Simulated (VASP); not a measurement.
Set up this calculation in VASP 6.6.1, as the native input.

| Property | Result |
| --- | --- |
| Task | single point |
| Functional | PBE |
| Potentials or basis | VASP PAW PBE potentials, release 64 (Si, Sb, Te) |
| Cutoff | 520 eV |
| k mesh | 3 × 3 × 3 |
| Occupations | gaussian, width 0.1 eV |
| Spin | no spin polarisation |
| Dipole correction | no |
| Further INCAR settings | ALGO = Normal; EDIFF = 1e-06; NBANDS = 22 |

The structure of SiSbTe3 lies in POSCAR:

```
SiSbTe3
1.0
    3.8092272942      2.1992584037      4.2855378161
   -3.8092272942      2.1992584037      4.2855378161
    0.0000000000     -4.3985168075      4.2855378161
Si Sb Te
1 1 3
Direct
    0.1956854499      0.1956854499      0.1956854499
    0.5224730972      0.5224730972      0.5224730972
    0.4824959364      0.0054453701      0.4824959364
    0.4824959364      0.4824959364      0.0054453701
    0.0054453701      0.4824959364      0.4824959364
```

These files were run (other wordings do the same):

INCAR

```
  ALGO = Normal
  EDIFF = 1E-6
  ENCUT = 520
  GGA = PE
  ISIF = 2
  ISMEAR = 0
  LASPH = T
  LCHARG = F
  LREAL = F
  LWAVE = F
  NBANDS = 22
  NELM = 100
  PREC = Accurate
  SIGMA = 0.1
```

KPOINTS

```
k-points
0
Gamma
  3 3 3
```

Potentials or basis: VASP PAW PBE potentials, release 64 (Si, Sb, Te).

Launch:

```console
$ cat potpaw_PBE.64/Si/POTCAR potpaw_PBE.64/Sb/POTCAR potpaw_PBE.64/Te/POTCAR > POTCAR
$ mpirun -np 1 vasp_std > vasp.out
```

Results of the run:

- Pressure: 0.0 GPa
- Largest force: 0.052 eV/Å

Wall time 29 s on 1 thread of Intel(R) Xeon(R) Platinum 8559C (Emerald Rapids), with other jobs on the host, peak memory 0.32 GiB.
